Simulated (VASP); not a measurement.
# Rb (Fm-3m) in VASP: a series of runs

The runs below take Rb through single point, with PBE.

All numbers are computed with VASP 6.6.1; they aren't measurements. Logs are shortened: lines on timing, memory, paths and dates and some standing lists are left out, and cuts for length are marked.

### 1 The cell of the first run

The structure is cubic, space group Fm-3m (No. 225). The conventional cell has a = 6.578 Å, b = 6.578 Å, c = 6.578 Å, α = 90.00°, β = 90.00°, γ = 90.00°.

### 2 Single point, PBE (volume scaled by 0.78)

Input file INCAR:

```
PREC = Accurate
ENCUT = 520
EDIFF = 1E-7
ISMEAR = -1
SIGMA = 0.08
LREAL = False
LASPH = True
NELM = 80
ALGO = Normal
ISIF = 2
LWAVE = False
LCHARG = True
GGA = PE
LELF = True
LVHAR = True
NBANDS = 10
```

Input file KPOINTS:

```
Automatic mesh
0
Gamma
  10 10 10
```

Input file POSCAR:

```
Rb
1.0
    0.0000000000      3.2890148965      3.2890148965
    3.2890148965      0.0000000000      3.2890148965
    3.2890148965      3.2890148965      0.0000000000
Rb
1
Direct
    0.0000000000      0.0000000000      0.0000000000
```

Potentials or basis: VASP PAW PBE potentials, release 64 (Rb_sv).

On the command line:

```
$ cat potpaw_PBE.64/Rb_sv/POTCAR > POTCAR
$ mpirun -np 1 vasp_std > vasp.out
```

OUTCAR:

```text
PREC = Accurate
   ENCUT = 520
   EDIFF = 1E-7
   ISMEAR = -1
   LREAL = False
   LASPH = True
   NELM = 80
   ISIF = 2
   GGA = PE

 ion  position               nearest neighbor table
   1  0.000  0.000  0.000-

  LATTYP: Found a face centered cubic cell.
 ALAT       =     6.5780297930

  Lattice vectors:

 A1 = (   0.0000000000,   3.2890148965,   3.2890148965)
 A2 = (   3.2890148965,   0.0000000000,   3.2890148965)
 A3 = (   3.2890148965,   3.2890148965,   0.0000000000)

Analysis of symmetry for initial positions (statically):
=====================================================================
 Subroutine PRICEL returns:
 Original cell was already a primitive cell.

 Routine SETGRP: Setting up the symmetry group for a
 face centered cubic supercell.

 Subroutine GETGRP returns: Found 48 space group operations
 (whereof 48 operations were pure point group operations)
 out of a pool of 48 trial point group operations.

The static configuration has the point symmetry O_h .

Analysis of symmetry for dynamics (positions and initial velocities):
=====================================================================
 Subroutine PRICEL returns:
 Original cell was already a primitive cell.

 Routine SETGRP: Setting up the symmetry group for a
 face centered cubic supercell.

 Subroutine GETGRP returns: Found 48 space group operations
 (whereof 48 operations were pure point group operations)
 out of a pool of 48 trial point group operations.

The dynamic configuration has the point symmetry O_h .

 Subroutine INISYM returns: Found 48 space group operations
 (whereof 48 operations are pure point group operations),
 and found     1 'primitive' translations

----------------------------------------------------------------------------------------

                                     Primitive cell

  volume of cell :      71.1586

  direct lattice vectors                    reciprocal lattice vectors
     0.000000000  3.289014896  3.289014896    -0.152021203  0.152021203  0.152021203
     3.289014896  0.000000000  3.289014896     0.152021203 -0.152021203  0.152021203
     3.289014896  3.289014896  0.000000000     0.152021203  0.152021203 -0.152021203

  length of vectors
     4.651369473  4.651369473  4.651369473     0.263308447  0.263308447  0.263308447

  position of ions in fractional coordinates (direct lattice)
     0.000000000  0.000000000  0.000000000

  ion indices of the primitive-cell ions
   primitive index   ion index
                 1           1

----------------------------------------------------------------------------------------

 KPOINTS: Automatic mesh

Automatic generation of k-mesh.
 Grid dimensions read from file:
 generate k-points for:   10   10   10

 Generating k-lattice:

  Cartesian coordinates                     Fractional coordinates (reciprocal lattice)
    -0.015202120  0.015202120  0.015202120     0.100000000  0.000000000  0.000000000
     0.015202120 -0.015202120  0.015202120     0.000000000  0.100000000  0.000000000
     0.015202120  0.015202120 -0.015202120     0.000000000  0.000000000  0.100000000

  Length of vectors
     0.026330845  0.026330845  0.026330845

  Shift w.r.t. Gamma in fractional coordinates (k-lattice)
     0.000000000  0.000000000  0.000000000

 Subroutine IBZKPT returns following result:
 ===========================================

 Found     47 irreducible k-points:

 Following reciprocal coordinates:
            Coordinates               Weight
  0.000000  0.000000  0.000000      1.000000
  0.100000  0.000000  0.000000      8.000000
  0.200000  0.000000  0.000000      8.000000
  0.300000  0.000000  0.000000      8.000000
  0.400000  0.000000  0.000000      8.000000
  0.500000  0.000000  0.000000      4.000000
[... 16 lines left out ...]
  0.300000  0.300000  0.000000      6.000000
  0.400000  0.300000  0.000000     24.000000
 [... further k-points ...]
   k-points           NKPTS =     47   k-points in BZ     NKDIM =     47   number of bands    NBANDS=     10
   number of dos      NEDOS =    301   number of ions     NIONS =      1
   total plane-waves  NPLWV =  46656
   dimension x,y,z NGX =    36 NGY =   36 NGZ =   36
   dimension x,y,z NGXF=    72 NGYF=   72 NGZF=   72
   ions per type =               1
   NGX,Y,Z   is equivalent  to a cutoff of  12.87, 12.87, 12.87 a.u.
   NGXF,Y,Z  is equivalent  to a cutoff of  25.73, 25.73, 25.73 a.u.
 SYSTEM =  unknown system
   PREC   = accura    normal or accurate (medium, high low for compatibility)
   ISTART =      0    job   : 0-new  1-cont  2-samecut
   ICHARG =      2    charge: 1-file 2-atom 10-const
   ISPIN  =      1    spin polarized calculation?
   LNONCOLLINEAR =      F non collinear calculations
   LSORBIT =      F    spin-orbit coupling
   LASPH  =      T    aspherical Exc in radial PAW
   ENCUT  =  520.0 eV  38.22 Ry    6.18 a.u.   8.65  8.65  8.65*2*pi/ulx,y,z
   NELM   =     80;   NELMIN=  2; NELMDL= -5     # of ELM steps
   EDIFF  = 0.1E-06   stopping-criterion for ELM
   LREAL  =      F    real-space projection
   EDIFFG = 0.1E-05   stopping-criterion for IOM
   NSW    =      0    number of steps for IOM
   IBRION =     -1    ionic relax: 0-MD 1-quasi-New 2-CG
   NFREE  =      0    steps in history (QN), initial steepest desc. (CG)
   ISIF   =      2    stress and relaxation
   ISYM   =      2    0-nonsym 1-usesym 2-fastsym
   POTIM  = 0.5000    time-step for ionic-motion
   TEBEG  =    0.0;   TEEND  =   0.0 temperature during run
   PSTRESS=    0.0 pullay stress
   NELECT =       9.0000    total number of electrons
   NUPDOWN=      -1.0000    fix difference up-down
   EMIN   =  10.00;   EMAX   =-10.00  energy-range for DOS
   EFERMI =   0.00;   METHOD = LEGACY
   ISMEAR =    -1;   SIGMA  =   0.08  broadening in eV -4-tet -1-fermi 0-gaus
   EFERMI_NEDOS =   21; number of points for ismear=-14 and -15
   IALGO  =     38    algorithm
   IMIX   =      4    mixing-type and parameters
     AMIX     =   0.40;   BMIX     =  1.00
     AMIX_MAG =   1.60;   BMIX_MAG =  1.00
  volume/ion in A,a.u.               =      71.16       480.20
  Fermi-wavevector in a.u.,A,eV,Ry     =   0.821763  1.552907  9.187935  0.675294
  Thomas-Fermi vector in A             =   1.932979
   LORBIT       =      0    0 simple, 1 ext, 2 COOP (PROOUT), +10 PAW based schemes
   GGA     = PE    functional components
   LHFCALC =     F    Hartree Fock is set to
   AEXX    =    0.0000 exact exchange contribution
   IVDW    =     0    specifies the selected vdW correction
   LEPSILON=     F    determine dielectric tensor
   LRPA    =     F    only Hartree local field effects (RPA)
 non-spin polarized calculation
  energy-cutoff  :      520.00
  volume of cell :       71.16
 maximum number of plane-waves:      1936
   NGX = 17   NGY = 17   NGZ = 17

 number of electron       9.0000000 magnetization

 Free energy of the ion-electron system (eV)
  ---------------------------------------------------
  ext. energy  EPLUGINS =         0.00000000
  ---------------------------------------------------
  free energy    TOTEN  =        -0.88851481 eV

  energy without entropy =       -0.86930286  energy(sigma->0) =       -0.87890884

 E-fermi :   0.6331     XC(G=0):  -6.0965

 val. band max:        0.6271956398   @ k =   0.5000   0.3000   0.1000
 cond. band min:       0.6696004504   @ k =   0.4000   0.4000   0.0000
 fundamental gap:      0.0424048106
 Fermi energy:         0.6330907966

 k-point     1 :       0.0000    0.0000    0.0000
  band No.  band energies     occupation
      1     -28.1662      2.00000
      2     -12.1697      2.00000
      3     -12.1697      2.00000
      4     -12.1697      2.00000
      5      -1.6694      2.00000
      6       4.4333      0.00000
      7       4.4333      0.00000
      8       4.4333      0.00000
      9       6.0340      0.00000
     10       6.0340      0.00000

 k-point     2 :       0.1000    0.0000    0.0000
  band No.  band energies     occupation
      1     -28.1650      2.00000
      2     -12.1913      2.00000
      3     -12.1724      2.00000
      4     -12.1724      2.00000
      5      -1.5284      2.00000
      6       4.0961      0.00000
      7       4.4959      0.00000
      8       4.4959      0.00000
      9       5.8793      0.00000
     10       5.8793      0.00000

 k-point     3 :       0.2000    0.0000    0.0000
  band No.  band energies     occupation
      1     -28.1619      2.00000
      2     -12.2470      2.00000
      3     -12.1795      2.00000
      4     -12.1795      2.00000
      5      -1.1243      2.00000
      6       3.4226      0.00000
      7       4.5651      0.00000
      8       4.5651      0.00000
      9       5.7460      0.00000
     10       5.7460      0.00000

 k-point     4 :       0.3000    0.0000    0.0000
  band No.  band energies     occupation
      1     -28.1581      2.00000
      2     -12.3141      2.00000
      3     -12.1883      2.00000
      4     -12.1883      2.00000
      5      -0.5127      2.00000
      6       2.7006      0.00000
      7       4.4352      0.00000
      8       4.4352      0.00000
      9       6.0678      0.00000
     10       6.0678      0.00000
[... 222 lines left out ...]
 k-point    22 :      -0.2000    0.2000    0.0000
  band No.  band energies     occupation
      1     -28.1568      2.00000
      2     -12.3034      2.00000
      3     -12.2292      2.00000
      4     -12.1872      2.00000
      5      -0.3001      1.99998
      6       2.8906      0.00000
      7       3.5289      0.00000
      8       4.8244      0.00000
      9       5.2760      0.00000
     10       6.8090      0.00000

 k-point    23 :       0.3000    0.3000    0.0000
  band No.  band energies     occupation
      1     -28.1555      2.00000
      2     -12.3069      2.00000
      3     -12.2202      2.00000
      4     -12.2202      2.00000
      5      -0.1649      1.99991
      6       2.8234      0.00000
      7       3.4210      0.00000
      8       5.1023      0.00000
      9       5.1023      0.00000
     10       6.7174      0.00000

 k-point    24 :       0.4000    0.3000    0.0000
  band No.  band energies     occupation
      1     -28.1531      2.00000
      2     -12.3350      2.00000
      3     -12.2357      2.00000
      4     -12.2288      2.00000
      5       0.3415      1.94910
      6       2.5736      0.00000
      7       3.0144      0.00000
      8       5.2036      0.00000
      9       5.3959      0.00000
     10       7.0419      0.00000

 [... further k-points ...]
[... 5 lines left out ...]
  --------------------------------------------------------------------------------------
  -------------------------------------------------------------------------------------
  Total        0.4921599      0.4921599      0.4921599     -0.0000000     -0.0000000      0.0000000
  in kB       11.0812647     11.0812647     11.0812647     -0.0000000     -0.0000000      0.0000000
  external PRESSURE =      11.0812647 kB  Pullay stress =       0.0000000 kB

 VOLUME and BASIS-vectors are now :
 -----------------------------------------------------------------------------
  energy-cutoff  :      520.00
  volume of cell :       71.16
      direct lattice vectors                 reciprocal lattice vectors
     0.000000000  3.289014896  3.289014896    -0.152021203  0.152021203  0.152021203
     3.289014896  0.000000000  3.289014896     0.152021203 -0.152021203  0.152021203
     3.289014896  3.289014896  0.000000000     0.152021203  0.152021203 -0.152021203

 POSITION                                       TOTAL-FORCE (eV/Angst)
 -----------------------------------------------------------------------------------
      0.00000      0.00000      0.00000         0.000000     -0.000000      0.000000
 -----------------------------------------------------------------------------------
    total drift:                               -0.000000      0.000000      0.000000

  FREE ENERGIE OF THE ION-ELECTRON SYSTEM (eV)
  ---------------------------------------------------
  free  energy   TOTEN  =        -0.8885148123 eV

  energy  without entropy=       -0.8693028609  energy(sigma->0) =       -0.87890884
```

Wall time 48 s (1 thread of Intel Xeon 6975P-C, shared host); peak memory 0.21 GiB.

Results:

- Free energy: -0.8885 eV
- Pressure: 1.1 GPa

### 3 Single point, PBE (volume scaled by 0.78)

Input file INCAR:

```
SYSTEM = Rb
PREC = Accurate
ENCUT = 520
EDIFF = 1E-7
ISMEAR = -1
SIGMA = 0.08
LREAL = .FALSE.
LASPH = .TRUE.
NELM = 60
ALGO = Normal
ISIF = 2
LWAVE = .FALSE.
LCHARG = .FALSE.
GGA = PE
NBANDS = 10
```

Input file KPOINTS:

```
Automatic mesh
0
G
  10 10 10
  0 0 0
```

POSCAR is that of step 2.

Potentials or basis: VASP PAW PBE potentials, release 64 (Rb_sv).

On the command line:

```
$ cat potpaw_PBE.64/Rb_sv/POTCAR > POTCAR
$ mpirun -np 1 vasp_std > vasp.out
```

OUTCAR:

```text
SYSTEM = Rb
   PREC = Accurate
   ENCUT = 520
   EDIFF = 1E-7
   ISMEAR = -1
   LREAL = .FALSE.
   LASPH = .TRUE.
   NELM = 60
   ISIF = 2
   GGA = PE

 ion  position               nearest neighbor table
   1  0.000  0.000  0.000-

  LATTYP: Found a face centered cubic cell.
 ALAT       =     6.5780297930

  Lattice vectors:

 A1 = (   0.0000000000,   3.2890148965,   3.2890148965)
 A2 = (   3.2890148965,   0.0000000000,   3.2890148965)
 A3 = (   3.2890148965,   3.2890148965,   0.0000000000)

Analysis of symmetry for initial positions (statically):
[... 482 lines left out ...]
      5       0.3415      1.94910
      6       2.5736      0.00000
      7       3.0144      0.00000
      8       5.2036      0.00000
      9       5.3959      0.00000
     10       7.0419      0.00000

 [... further k-points ...]
[... 5 lines left out ...]
  --------------------------------------------------------------------------------------
  -------------------------------------------------------------------------------------
  Total        0.4921599      0.4921599      0.4921599     -0.0000000     -0.0000000      0.0000000
  in kB       11.0812647     11.0812647     11.0812647     -0.0000000     -0.0000000      0.0000000
  external PRESSURE =      11.0812647 kB  Pullay stress =       0.0000000 kB

 VOLUME and BASIS-vectors are now :
 -----------------------------------------------------------------------------
  energy-cutoff  :      520.00
  volume of cell :       71.16
      direct lattice vectors                 reciprocal lattice vectors
     0.000000000  3.289014896  3.289014896    -0.152021203  0.152021203  0.152021203
     3.289014896  0.000000000  3.289014896     0.152021203 -0.152021203  0.152021203
     3.289014896  3.289014896  0.000000000     0.152021203  0.152021203 -0.152021203

 POSITION                                       TOTAL-FORCE (eV/Angst)
 -----------------------------------------------------------------------------------
      0.00000      0.00000      0.00000         0.000000     -0.000000      0.000000
 -----------------------------------------------------------------------------------
    total drift:                               -0.000000      0.000000      0.000000

  FREE ENERGIE OF THE ION-ELECTRON SYSTEM (eV)
  ---------------------------------------------------
  free  energy   TOTEN  =        -0.8885148123 eV

  energy  without entropy=       -0.8693028609  energy(sigma->0) =       -0.87890884
```

Run time: 46 s. Hardware: 1 thread of Intel Xeon 6975P-C, shared host; peak memory 0.21 GiB.

What came out:

```yaml
Free_energy: -0.8885 eV
Pressure: 1.1 GPa
```

Levels at points of the mesh, in eV from the Fermi level:
```tsv
k point	band 1	band 2	band 3	band 4	band 5	band 6	band 7	band 8	band 9	band 10
(0.00, 0.00, 0.00)	-28.80	-12.80	-12.80	-12.80	-2.30	3.80	3.80	3.80	5.40	5.40
(0.50, 0.00, 0.00)	-28.79	-13.02	-12.83	-12.83	0.08	0.87	3.55	3.55	6.36	6.56
(0.50, 0.50, 0.00)	-28.78	-13.01	-12.88	-12.88	0.47	1.71	1.81	5.38	5.38	6.23
```

(Continued in part 2 of 2.)
